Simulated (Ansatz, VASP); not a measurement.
One calculation of TiO2, two programs

The input INCAR:

```
PREC = Accurate ; ENCUT = 520
EDIFF = 1E-6 ; ISMEAR = 0
SIGMA = 0.01 ; LREAL = False
LASPH = True ; NELM = 60
ALGO = Normal ; ISIF = 2
LWAVE = False ; LCHARG = True
GGA = PS ; LELF = True
LVHAR = True ; NBANDS = 33
```

File KPOINTS:

```
Automatic mesh
0
Gamma
  6 6 8
```

File POSCAR:

```
TiO2
1.0
    4.5912577569      0.0000000000      0.0000000000
    0.0000000000      4.5912577569      0.0000000000
    0.0000000000      0.0000000000      2.9389898555
Ti O
2 4
Direct
    0.0000000000      0.0000000000      0.0000000000
    0.5000000000      0.5000000000      0.5000000000
    0.3044381815      0.3044381815      0.0000000000
    0.1955618185      0.8044381815      0.5000000000
    0.6955618185      0.6955618185      0.0000000000
    0.8044381815      0.1955618185      0.5000000000
```

Input for Ansatz:

```yaml
crystal:
  lattice:
    - [4.59125775693, 0.0, 0.0]
    - [0.0, 4.59125775693, 0.0]
    - [0.0, 0.0, 2.93898985549]
  atoms:
    - { symbol: Ti, position: [0.0, 0.0, 0.0] }
    - { symbol: Ti, position: [0.5, 0.5, 0.5] }
    - { symbol: O, position: [0.30443818153, 0.30443818153, 0.0] }
    - { symbol: O, position: [0.19556181847, 0.80443818153, 0.5] }
    - { symbol: O, position: [0.69556181847, 0.69556181847, 0.0] }
    - { symbol: O, position: [0.80443818153, 0.19556181847, 0.5] }
kpoints:
  mp_grid: { grid: [6, 6, 8] }
scf:
  occupations: { method: fixed }
  convergence: { dr2_threshold: 1.0e-10 }
hamiltonian:
  xc: pbesol
  pseudopotentials: { kind: all_electron, lapw: { basis_error: 0.0005 } }
output:
  forces: true
  stress: true
  eigenstates:
    kpoints:
      - [0.0, 0.0, 0.0]
      - [0.5, 0.5, 0.0]
      - [0.0, 0.5, 0.5]
      - [0.5, 0.0, 0.5]
      - [0.0, 0.0, -0.5]
      - [-0.5, -0.5, -0.5]
      - [0.0, -0.5, 0.0]
      - [-0.5, 0.0, 0.0]
  eigenvalues: true
```

Change from the starting cell: unstrained.

Alike in both runs: task single point; functional PBEsol; k mesh 6 × 6 × 8; no spin polarisation.

|  | VASP | Ansatz |
| --- | --- | --- |
| version | VASP 6.6.1 | Ansatz 0.2.0 |
| potentials or method | VASP PAW PBE potentials, release 64 (Ti_sv, O), cutoff 520 eV | all-electron LAPW, scalar-relativistic |
| occupations | gaussian, width 0.01 eV | fixed |

Ansatz gave:

```
gap on the k mesh at the Fermi level (eV)                     : 1.86
pressure (GPa)                                                : 0.0
traceless stress, the component that is largest in VASP (GPa) : 0.00
rms of the force components (eV/Å)                            : 0.001
```

Problem. Which values does VASP return?

Solution. gap on the k mesh at the Fermi level (eV): 1.84; pressure (GPa): 0.7; traceless stress, the component that is largest in VASP (GPa): 0.20; rms of the force components (eV/Å): 0.012.

VASP's potentials were made for PBE, not for PBEsol. Atom by atom the forces differ by 0.013 eV/Å (rms over components). Ansatz ran all-electron here, and VASP with PAW potentials. Ansatz's warnings: metallic iterate.
